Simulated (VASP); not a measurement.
A run of VASP 6.6.1 is set up as follows.

The input INCAR:

```
SYSTEM = ReS2
ALGO = Normal
EDIFF = 1E-6
ENCUT = 520
ISIF = 2
ISMEAR = 0
LASPH = .True.
LCHARG = .True.
LELF = .True.
LREAL = Auto
LVHAR = .True.
LWAVE = .False.
NBANDS = 94
NELM = 100
PREC = Accurate
SIGMA = 0.01
```

File KPOINTS:

```
k-points
0
Gamma
  4 4 1
  0 0 0
```

The input POSCAR:

```
ReS2
1.0
    6.2934596617     -0.0069904826      0.0000000000
    3.0843462120      5.6053681514      0.0000000000
    0.0000000000      0.0000000000     23.0000000000
Re S
8 16
Direct
    0.1233510783      0.2015021842      0.3637654078
    0.2460075963      0.5761591986      0.3685884265
    0.6965808089      0.1743396860      0.3656183154
    0.6726806567      0.6032433008      0.3668631711
    0.4540933314      0.5556351915      0.6327158346
    0.5767499863      0.9302921059      0.6375389346
    1.0274204704      0.5285510679      0.6344411976
    1.0035202135      0.9574547119      0.6356861140
    0.8684721682      0.7928818025      0.3152638924
    0.3297700690      0.8243606064      0.3080114359
    0.0397070182      0.9536119673      0.4243820253
    0.0011350446      0.4929330700      0.4339319315
    0.5008849055      0.9845941709      0.4173565425
    0.8290482432      0.3307653134      0.2908008356
    0.5400999262      0.4468024414      0.4416108386
    0.3688639137      0.2837191528      0.2984943664
    1.1992160364      1.1472003614      0.5839478550
    0.6603939455      1.1781825371      0.5769223675
    0.3703308145      1.3074338858      0.6932929353
    0.3312371535      0.8480753705      0.7028099307
    0.8316284971      1.3389132527      0.6860404754
    1.1600008612      0.6849924187      0.5596934599
    0.8710524248      0.8010291194      0.7105035158
    0.6989662185      0.6388613137      0.5673723641
```

Potentials or basis: VASP PAW LDA potentials, release 64 (Re, S).

Launch:

```bash
$ cat potpaw_LDA.64/Re/POTCAR potpaw_LDA.64/S/POTCAR > POTCAR
$ mpirun -np 1 vasp_std > vasp.out
```

**Question.** Estimate the largest force.

**Answer.** 0.179 eV/Å.

**Question.** What does it give for the band gap on the k mesh?

**Answer.** 1.44 eV.

Forces in eV/Å, atoms in the order of the input:
```
Re   0.022 -0.022 -0.017
Re  -0.019  0.022  0.019
Re  -0.011 -0.045 -0.012
Re   0.016  0.044  0.012
Re   0.019 -0.022 -0.019
Re  -0.022  0.022  0.017
Re  -0.016 -0.044 -0.012
Re   0.011  0.045  0.012
S    0.005  0.008 -0.071
S   -0.004  0.046 -0.091
S    0.004 -0.050  0.098
S    0.001  0.037  0.140
S   -0.006 -0.009  0.071
S    0.001  0.000 -0.164
S   -0.002  0.001  0.179
S   -0.003 -0.033 -0.129
S    0.006  0.009 -0.071
S   -0.004  0.050 -0.098
S    0.004 -0.046  0.091
S    0.003  0.033  0.129
S   -0.005 -0.008  0.071
S    0.002 -0.001 -0.179
S   -0.001  0.000  0.164
S   -0.001 -0.037 -0.140
```

Caveat: spin-orbit coupling is left out, which moves the levels of the heavy elements.
